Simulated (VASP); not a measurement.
# Ag (P6_3/mmc) in VASP: a series of runs

The runs below take Ag through single point, with PBE.

All numbers are computed with VASP 6.6.1; they aren't measurements. Logs are shortened: lines on timing, memory, paths and dates and some standing lists are left out, and cuts for length are marked.

### 1 The cell of the first run

Symmetry: P6_3/mmc, No. 194, hexagonal system. Conventional cell: a = 2.838 Å, b = 2.838 Å, c = 5.104 Å, α = 90.00°, β = 90.00°, γ = 120.00°. Ag (site symmetry -6m2) has 12 Ag at 2.84 to 3.03 Å within 3.7 Å.

This isn't the form of Ag at room conditions, which is fcc.

### 2 Single point, PBE

INCAR

```
SYSTEM = Ag
PREC = Accurate ; ENCUT = 520
EDIFF = 1E-6 ; ISMEAR = 0
SIGMA = 0.15 ; LREAL = .FALSE.
LASPH = .TRUE. ; NELM = 100
ALGO = Fast ; ISIF = 2
LWAVE = .FALSE. ; LCHARG = .TRUE.
GGA = PE ; LELF = .TRUE.
LVHAR = .TRUE. ; NBANDS = 18
```

KPOINTS

```
regular mesh
0
G
  24 24 12
  0 0 0
```

POSCAR

```
Ag
1.0
    2.8383750075      0.0000000000      0.0000000000
   -1.4191875037      2.4581048619      0.0000000000
    0.0000000000      0.0000000000      5.1042347141
Ag
2
Direct
    0.3333333333      0.6666666667      0.2500000000
    0.6666666667      0.3333333333      0.7500000000
```

Potentials or basis: VASP PAW PBE potentials, release 64 (Ag).

Run with:

```console
$ cat potpaw_PBE.64/Ag/POTCAR > POTCAR
$ mpirun -np 1 vasp_std > vasp.out
```

OUTCAR:

```text
SYSTEM = Ag
   PREC = Accurate
   ENCUT = 520
   EDIFF = 1E-6
   ISMEAR = 0
   LREAL = .FALSE.
   LASPH = .TRUE.
   NELM = 100
   ISIF = 2
   GGA = PE

 ion  position               nearest neighbor table
   1  0.333  0.667  0.250-   2 3.03   2 3.03   2 3.03   2 3.03   2 3.03   2 3.03
   2  0.667  0.333  0.750-   1 3.03   1 3.03   1 3.03   1 3.03   1 3.03   1 3.03

  LATTYP: Found a hexagonal cell.
 ALAT       =     2.8383750075
 C/A-ratio  =     1.7982946935

  Lattice vectors:

 A1 = (   2.8383750075,   0.0000000000,   0.0000000000)
 A2 = (  -1.4191875037,   2.4581048619,   0.0000000000)
 A3 = (   0.0000000000,   0.0000000000,   5.1042347141)

Analysis of symmetry for initial positions (statically):
=====================================================================
 Subroutine PRICEL returns:
 Original cell was already a primitive cell.

 Routine SETGRP: Setting up the symmetry group for a
 hexagonal supercell.

 Subroutine GETGRP returns: Found 24 space group operations
 (whereof 12 operations were pure point group operations)
 out of a pool of 24 trial point group operations.

The static configuration has the point symmetry D_3d.
 The point group associated with its full space group is D_6h.

Analysis of symmetry for dynamics (positions and initial velocities):
=====================================================================
 Subroutine PRICEL returns:
 Original cell was already a primitive cell.

 Routine SETGRP: Setting up the symmetry group for a
 hexagonal supercell.

 Subroutine GETGRP returns: Found 24 space group operations
 (whereof 12 operations were pure point group operations)
 out of a pool of 24 trial point group operations.

The dynamic configuration has the point symmetry D_3d.
 The point group associated with its full space group is D_6h.

 Subroutine INISYM returns: Found 24 space group operations
 (whereof 12 operations are pure point group operations),
 and found     1 'primitive' translations

----------------------------------------------------------------------------------------

                                     Primitive cell

  volume of cell :      35.6124

  direct lattice vectors                    reciprocal lattice vectors
     2.838375007  0.000000000  0.000000000     0.352314263  0.203408735  0.000000000
    -1.419187504  2.458104862  0.000000000     0.000000000  0.406817470  0.000000000
     0.000000000  0.000000000  5.104234714     0.000000000  0.000000000  0.195915755

  length of vectors
     2.838375007  2.838375007  5.104234714     0.406817470  0.406817470  0.195915755

  position of ions in fractional coordinates (direct lattice)
     0.333333333  0.666666667  0.250000000
     0.666666667  0.333333333  0.750000000

  ion indices of the primitive-cell ions
   primitive index   ion index
                 1           1
                 2           2

----------------------------------------------------------------------------------------

 KPOINTS: regular mesh

Automatic generation of k-mesh.
 Grid dimensions read from file:
 generate k-points for:   24   24   12

 Generating k-lattice:

  Cartesian coordinates                     Fractional coordinates (reciprocal lattice)
     0.014679761  0.008475364  0.000000000     0.041666667 -0.000000000  0.000000000
     0.000000000  0.016950728  0.000000000     0.000000000  0.041666667  0.000000000
     0.000000000  0.000000000  0.016326313     0.000000000  0.000000000  0.083333333

  Length of vectors
     0.016950728  0.016950728  0.016326313

  Shift w.r.t. Gamma in fractional coordinates (k-lattice)
     0.000000000  0.000000000  0.000000000

 Subroutine IBZKPT returns following result:
 ===========================================

 Found    427 irreducible k-points:

 Following reciprocal coordinates:
            Coordinates               Weight
  0.000000  0.000000  0.000000      1.000000
  0.041667  0.000000  0.000000      6.000000
  0.083333  0.000000  0.000000      6.000000
  0.125000  0.000000  0.000000      6.000000
  0.166667  0.000000  0.000000      6.000000
  0.208333  0.000000  0.000000      6.000000
[... 16 lines left out ...]
  0.416667  0.041667  0.000000     12.000000
  0.458333  0.041667  0.000000     12.000000
 [... further k-points ...]
   k-points           NKPTS =    427   k-points in BZ     NKDIM =    427   number of bands    NBANDS=     18
   number of dos      NEDOS =    301   number of ions     NIONS =      2
   total plane-waves  NPLWV =  23040
   dimension x,y,z NGX =    24 NGY =   24 NGZ =   40
   dimension x,y,z NGXF=    48 NGYF=   48 NGZF=   80
   ions per type =               2
   NGX,Y,Z   is equivalent  to a cutoff of  14.06, 14.06, 13.03 a.u.
   NGXF,Y,Z  is equivalent  to a cutoff of  28.11, 28.11, 26.06 a.u.
 SYSTEM =  Ag
   PREC   = accura    normal or accurate (medium, high low for compatibility)
   ISTART =      0    job   : 0-new  1-cont  2-samecut
   ICHARG =      2    charge: 1-file 2-atom 10-const
   ISPIN  =      1    spin polarized calculation?
   LNONCOLLINEAR =      F non collinear calculations
   LSORBIT =      F    spin-orbit coupling
   LASPH  =      T    aspherical Exc in radial PAW
   ENCUT  =  520.0 eV  38.22 Ry    6.18 a.u.   5.28  5.28  9.49*2*pi/ulx,y,z
   NELM   =    100;   NELMIN=  2; NELMDL= -5     # of ELM steps
   EDIFF  = 0.1E-05   stopping-criterion for ELM
   LREAL  =      F    real-space projection
   EDIFFG = 0.1E-04   stopping-criterion for IOM
   NSW    =      0    number of steps for IOM
   IBRION =     -1    ionic relax: 0-MD 1-quasi-New 2-CG
   NFREE  =      0    steps in history (QN), initial steepest desc. (CG)
   ISIF   =      2    stress and relaxation
   ISYM   =      2    0-nonsym 1-usesym 2-fastsym
   POTIM  = 0.5000    time-step for ionic-motion
   TEBEG  =    0.0;   TEEND  =   0.0 temperature during run
   PSTRESS=    0.0 pullay stress
   NELECT =      22.0000    total number of electrons
   NUPDOWN=      -1.0000    fix difference up-down
   EMIN   =  10.00;   EMAX   =-10.00  energy-range for DOS
   EFERMI =   0.00;   METHOD = LEGACY
   ISMEAR =     0;   SIGMA  =   0.15  broadening in eV -4-tet -1-fermi 0-gaus
   EFERMI_NEDOS =   21; number of points for ismear=-14 and -15
   IALGO  =     68    algorithm
   IMIX   =      4    mixing-type and parameters
     AMIX     =   0.40;   BMIX     =  1.00
     AMIX_MAG =   1.60;   BMIX_MAG =  1.00
  volume/ion in A,a.u.               =      17.81       120.16
  Fermi-wavevector in a.u.,A,eV,Ry     =   1.394276  2.634800 26.449806  1.944006
  Thomas-Fermi vector in A             =   2.517841
   LORBIT       =      0    0 simple, 1 ext, 2 COOP (PROOUT), +10 PAW based schemes
   GGA     = PE    functional components
   LHFCALC =     F    Hartree Fock is set to
   AEXX    =    0.0000 exact exchange contribution
   IVDW    =     0    specifies the selected vdW correction
   LEPSILON=     F    determine dielectric tensor
   LRPA    =     F    only Hartree local field effects (RPA)
 non-spin polarized calculation
 RMM-DIIS sequential band-by-band and
 Gauss-broadening in eV      SIGMA  =   0.15
  energy-cutoff  :      520.00
  volume of cell :       35.61
 maximum number of plane-waves:       982
 NGX is ok and might be reduce to    24

 number of electron      21.9999999 magnetization

 Free energy of the ion-electron system (eV)
  ---------------------------------------------------
  ext. energy  EPLUGINS =         0.00000000
  ---------------------------------------------------
  free energy    TOTEN  =        -5.37282316 eV

  energy without entropy =       -5.36590058  energy(sigma->0) =       -5.36936187

 E-fermi :   7.8967     XC(G=0): -11.9445

 val. band max:        7.8839777492   @ k =   0.2083   0.0000   0.1667
 cond. band min:       7.8971845833   @ k =   0.0833   0.0417   0.0000
 fundamental gap:      0.0132068341
 Fermi energy:         7.8967153256

 k-point     1 :       0.0000    0.0000    0.0000
  band No.  band energies     occupation
      1       0.3811      2.00000
      2       1.5729      2.00000
      3       2.8168      2.00000
      4       3.2291      2.00000
      5       3.2291      2.00000
      6       3.3768      2.00000
[... 10 lines left out ...]
     17      27.2134      0.00000
     18      27.2134      0.00000

 k-point     2 :       0.0417    0.0000    0.0000
  band No.  band energies     occupation
      1       0.4326      2.00000
      2       1.6071      2.00000
      3       2.8254      2.00000
      4       3.2189      2.00000
      5       3.2565      2.00000
      6       3.3629      2.00000
[... 10 lines left out ...]
     17      26.7426      0.00000
     18      26.9356      0.00000

 k-point     3 :       0.0833    0.0000    0.0000
  band No.  band energies     occupation
      1       0.5843      2.00000
      2       1.7052      2.00000
      3       2.8442      2.00000
      4       3.1971      2.00000
      5       3.3280      2.00000
      6       3.3374      2.00000
[... 10 lines left out ...]
     17      25.8503      0.00000
     18      26.9126      0.00000

 k-point     4 :       0.1250    0.0000    0.0000
  band No.  band energies     occupation
      1       0.8277      2.00000
      2       1.8506      2.00000
      3       2.8528      2.00000
      4       3.1740      2.00000
      5       3.3091      2.00000
      6       3.4686      2.00000
[... 10 lines left out ...]
     17      24.8911      0.00000
     18      26.7177      0.00000

 k-point     5 :       0.1667    0.0000    0.0000
  band No.  band energies     occupation
      1       1.1432      2.00000
      2       2.0070      2.00000
      3       2.8511      2.00000
      4       3.1268      2.00000
      5       3.3859      2.00000
      6       3.5026      2.00000
[... 10 lines left out ...]
     17      24.6870      0.00000
     18      25.4340      0.00000

 k-point     6 :       0.2083    0.0000    0.0000
  band No.  band energies     occupation
      1       1.4884      2.00000
      2       2.1095      2.00000
      3       2.9005      2.00000
      4       3.0822      2.00000
      5       3.1982      2.00000
      6       3.5746      2.00000
[... 10 lines left out ...]
     17      24.5255      0.00000
     18      24.8089      0.00000

 k-point     7 :       0.2500    0.0000    0.0000
  band No.  band energies     occupation
      1       1.7802      2.00000
      2       2.1147      2.00000
      3       2.9158      2.00000
      4       3.0400      2.00000
      5       3.1151      2.00000
      6       3.7279      2.00000
[... 10 lines left out ...]
     17      23.7567      0.00000
     18      25.1051      0.00000

 k-point     8 :       0.2917    0.0000    0.0000
  band No.  band energies     occupation
      1       1.9091      2.00000
      2       2.0766      2.00000
      3       2.6691      2.00000
      4       3.1498      2.00000
      5       3.3541      2.00000
      6       3.6040      2.00000
[... 10 lines left out ...]
     17      22.3760      0.00000
     18      24.9879      0.00000
[... 229 lines left out ...]
     17      23.1466      0.00000
     18      25.0187      0.00000

 k-point    20 :       0.2917    0.0417    0.0000
  band No.  band energies     occupation
      1       1.9360      2.00000
      2       2.0953      2.00000
      3       2.5614      2.00000
      4       3.2170      2.00000
      5       3.4467      2.00000
      6       3.5010      2.00000
[... 10 lines left out ...]
     17      21.6501      0.00000
     18      24.6886      0.00000

 k-point    21 :       0.3333    0.0417    0.0000
  band No.  band energies     occupation
      1       1.8574      2.00000
      2       2.0679      2.00000
      3       2.3806      2.00000
      4       3.3474      2.00000
      5       3.4172      2.00000
      6       3.6106      2.00000
[... 10 lines left out ...]
     17      20.2223      0.00000
     18      24.3220      0.00000

 k-point    22 :       0.3750    0.0417    0.0000
  band No.  band energies     occupation
      1       1.7746      2.00000
      2       2.0238      2.00000
      3       2.2441      2.00000
      4       3.3491      2.00000
      5       3.4630      2.00000
      6       3.5478      2.00000
[... 10 lines left out ...]
     17      19.6581      0.00000
     18      24.0197      0.00000

 k-point    23 :       0.4167    0.0417    0.0000
  band No.  band energies     occupation
      1       1.7125      2.00000
      2       1.9837      2.00000
      3       2.1526      2.00000
      4       3.3011      2.00000
      5       3.5049      2.00000
      6       3.5477      2.00000
[... 10 lines left out ...]
     17      19.3325      0.00000
     18      23.8104      0.00000

 k-point    24 :       0.4583    0.0417    0.0000
  band No.  band energies     occupation
      1       1.6797      2.00000
      2       1.9609      2.00000
      3       2.1068      2.00000
      4       3.2762      2.00000
      5       3.4830      2.00000
      6       3.5925      2.00000
[... 10 lines left out ...]
     17      19.1659      0.00000
     18      23.7041      0.00000

 [... further k-points ...]

------------------------ aborting loop because EDIFF is reached ----------------------------------------

  FORCE on cell =-STRESS in cart. coord.  units (eV):
  Direction    XX          YY          ZZ          XY          YZ          ZX
  --------------------------------------------------------------------------------------
  -------------------------------------------------------------------------------------
  Total        0.9825589      0.9825589     -1.0164782      0.0000000     -0.0000000      0.0000000
  in kB       44.2046925     44.2046924    -45.7306996      0.0000000     -0.0000000      0.0000000
  external PRESSURE =      14.2262284 kB  Pullay stress =       0.0000000 kB

 VOLUME and BASIS-vectors are now :
 -----------------------------------------------------------------------------
  energy-cutoff  :      520.00
  volume of cell :       35.61
      direct lattice vectors                 reciprocal lattice vectors
     2.838375007  0.000000000  0.000000000     0.352314263  0.203408735  0.000000000
    -1.419187504  2.458104862  0.000000000     0.000000000  0.406817470  0.000000000
     0.000000000  0.000000000  5.104234714     0.000000000  0.000000000  0.195915755

 POSITION                                       TOTAL-FORCE (eV/Angst)
 -----------------------------------------------------------------------------------
     -0.00000      1.63874      1.27606        -0.000000      0.000000      0.000000
      1.41919      0.81937      3.82818         0.000000     -0.000000      0.000000
 -----------------------------------------------------------------------------------
    total drift:                               -0.000000      0.000000     -0.000000

  FREE ENERGIE OF THE ION-ELECTRON SYSTEM (eV)
  ---------------------------------------------------
  free  energy   TOTEN  =        -5.3728231642 eV

  energy  without entropy=       -5.3659005820  energy(sigma->0) =       -5.36936187
```

Run time: 2.4 min. Hardware: 1 thread of Intel Xeon Platinum 8259CL at 2.50GHz (Skylake/Cascade Lake), shared host; peak memory 0.34 GiB.

What came out:

* Free energy: -5.3728 eV
* Pressure: 1.4 GPa
* Band gap on the k mesh: zero (bands 11 and 12 overlap by 7.80 eV)

Levels at points of the mesh, in eV from the Fermi level:
```csv
k point,band 7,band 8,band 9,band 10,band 11,band 12,band 13,band 14,band 15,band 16
"(0.00, 0.00, 0.00)",-4.52,-3.79,-3.79,-3.15,-3.15,-0.94,2.10,15.26,16.21,17.94
"(0.50, 0.00, 0.00)",-3.65,-3.12,-2.80,-2.73,0.34,1.79,6.18,6.57,8.49,9.64
"(0.00, 0.00, 0.50)",-4.61,-4.61,-3.40,-3.40,-3.40,-3.40,8.81,8.81,16.55,16.55
"(0.50, 0.00, 0.50)",-3.22,-3.22,-2.76,-2.76,0.89,0.89,4.58,4.58,12.53,12.53
```

### 3 Single point, PBE

This run uses another cell than the first one, of the same volume but with other edges.

INCAR

```
ALGO = Fast
EDIFF = 1E-6
ENCUT = 520
GGA = PE
ISIF = 2
ISMEAR = 0
LASPH = T
LCHARG = T
LELF = T
LREAL = F
LVHAR = T
LWAVE = F
NBANDS = 18
NELM = 60
PREC = Accurate
SIGMA = 0.15
```

KPOINTS

```
k-points
0
Gamma
  24 24 12
```

POSCAR

```
Ag
1.0
    2.9701400286      0.0000000000      0.0000000000
   -1.4850700143      2.5722167176      0.0000000000
    0.0000000000      0.0000000000      4.6613996094
Ag
2
Direct
    0.3333333333      0.6666666667      0.2500000000
    0.6666666667      0.3333333333      0.7500000000
```

Potentials or basis: VASP PAW PBE potentials, release 64 (Ag).

Run with:

```console
$ cat potpaw_PBE.64/Ag/POTCAR > POTCAR
$ mpirun -np 1 vasp_std > vasp.out
```

It took 2.3 min on 1 thread of Intel Xeon Platinum 8259CL at 2.50GHz (Skylake/Cascade Lake), shared host; peak memory 0.33 GiB.

The run converged. Its results:

```yaml
Free_energy: -5.4175 eV
Pressure: 0.5 GPa
Band_gap_on_the_k_mesh: zero (bands 11 and 12 overlap by 7.17 eV)
```

Stress tensor (GPa, compression positive):
```
-0.80  0.00  0.00
 0.00 -0.80  0.00
 0.00  0.00  3.23
```

Levels at points of the mesh, in eV from the Fermi level:
```tsv
k point	band 9	band 10	band 11	band 12	band 13	band 14
(0.00, 0.00, 0.00)	-4.20	-3.12	-3.12	-0.03	3.84	15.18
(0.50, 0.00, 0.00)	-2.95	-2.89	-0.05	1.22	6.91	7.11
(0.00, 0.00, 0.50)	-3.42	-3.42	-3.42	-3.42	11.63	11.63
(0.50, 0.00, 0.50)	-3.00	-3.00	0.72	0.72	4.21	4.21
```
